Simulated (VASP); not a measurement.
Pr2B:

```xyz
6
Lattice="-3.5926 3.5926 2.8158 3.5926 -3.5926 2.8158 3.5926 3.5926 -2.8158" Properties=species:S:1:pos:R:3 pbc="T T T"
Pr    1.1353    4.7278    0.0000
Pr    2.4573    1.1353    0.0000
Pr    2.4573   -1.1353    2.8158
Pr    1.1353    2.4573    2.8158
B     0.0000    0.0000    1.4079
B     0.0000    0.0000    4.2237
```

The cell was built from a structure type or drawn by symmetry, and may not be a known phase.

```yaml
Program: VASP 6.6.1
Task: relaxation of cell and atoms
Functional: PBE
Potentials_or_basis: VASP PAW PBE potentials, release 64 (Pr_3, B), 4f in core
Cutoff: 500 eV
k_mesh: 4 × 4 × 4
Occupations: gaussian, width 0.2 eV
Spin: no spin polarisation
```

At the start: pressure -2.1 GPa; volume 24.23 Å³/atom.

How do energy, volume and symmetry change on relaxing?

Over 20 steps the energy falls by 157.3 meV/atom and the volume is 24.64 Å³/atom (+1.7 %); space group I4/mcm (No. 140, to 0.1 Å) before and after.

Step by step:
```
step  energy change (eV)  largest force (eV/Å)  pressure (GPa)  volume (Å³)
   1              0.0000                0.7978           -2.09       145.37
   2             -0.1505                0.5624            0.54       138.82
   3             -0.1704                0.4468            2.29       135.26
   4             -0.3109                0.2862            1.83       137.54
   5             -0.6091                0.1243            0.96       144.26
   6             -0.6847                0.1604           -1.91       157.07
   7             -0.7073                0.2462           -1.03       153.96
   8             -0.7386                0.1852           -0.28       152.14
   9             -0.7670                0.1974           -0.60       152.96
  10             -0.7846                0.2247            0.38       150.20
  11             -0.7874                0.2448            1.06       148.42
  12             -0.7968                0.2543            1.13       148.18
  13             -0.8266                0.2776            1.31       147.46
  14             -0.8867                0.2573            1.57       146.02
  15             -0.8952                0.2063            1.79       143.18
  16             -0.9202                0.1276            1.70       144.77
  17             -0.9228                0.0361            1.73       144.25
  18             -0.9387                0.1302           -0.35       149.01
  19             -0.9420                0.0807            0.23       147.58
  20             -0.9438                0.0586            0.16       147.86
```

Final structure:
```cif
data_structure
_symmetry_space_group_name_H-M 'P 1'
_symmetry_Int_Tables_number 1
_cell_length_a 5.7700
_cell_length_b 5.7700
_cell_length_c 5.7700
_cell_angle_alpha 109.760
_cell_angle_beta 109.760
_cell_angle_gamma 108.894
_cell_volume 147.86
loop_
_atom_site_label
_atom_site_type_symbol
_atom_site_fract_x
_atom_site_fract_y
_atom_site_fract_z
_atom_site_occupancy
Pr1 Pr 0.68534 0.18534 0.87069 1
Pr2 Pr 0.18534 0.31466 0.50000 1
Pr3 Pr 0.31466 0.81466 0.12931 1
Pr4 Pr 0.81466 0.68534 0.50000 1
B1 B 0.25000 0.25000 0.00000 1
B2 B 0.75000 0.75000 0.00000 1
```

Caveat: the relaxation stopped at a loose force limit of 0.08 eV/Å, so its end isn't a converged minimum.
